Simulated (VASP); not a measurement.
Pt, 4 atoms in the cell. The structure is monoclinic, space group P2_1/m (No. 11). Conventional cell: a = 2.708 Å, b = 4.677 Å, c = 2.708 Å, α = 90.00°, β = 120.00°, γ = 90.00°. Within 3.6 Å of Pt (site symmetry m) lie 12 Pt at 2.71 to 2.84 Å.  This cell differs from its parent crystal: mode 1 frozen in at -0.026 Å and mode 2 at +0.000 Å (largest displacements).

```yaml
Program: VASP 6.6.1
Task: single point
Functional: LDA
Potentials_or_basis: VASP PAW LDA potentials, release 64 (Pt)
Cutoff: 520 eV
k_mesh: 18 × 18 × 6
Occupations: gaussian, width 0.15 eV
Spin: no spin polarisation
Dipole_correction: no
Further_INCAR_settings: ALGO = Fast; EDIFF = 1e-06; NBANDS = 28
```

Potentials or basis: VASP PAW LDA potentials, release 64 (Pt).

Launch:

```sh
$ cat potpaw_LDA.64/Pt/POTCAR > POTCAR
$ mpirun -np 1 vasp_std > vasp.out
```

Hardware: 1 thread of Intel(R) Xeon(R) 6975P-C (Granite Rapids), with other jobs on the host.

Task: Estimate the wall time of this run.

Result: Wall time 11 min on 1 thread of Intel(R) Xeon(R) 6975P-C (Granite Rapids), on a shared host, peak memory 0.79 GiB. Counts: scf iterations 18, k points 656.
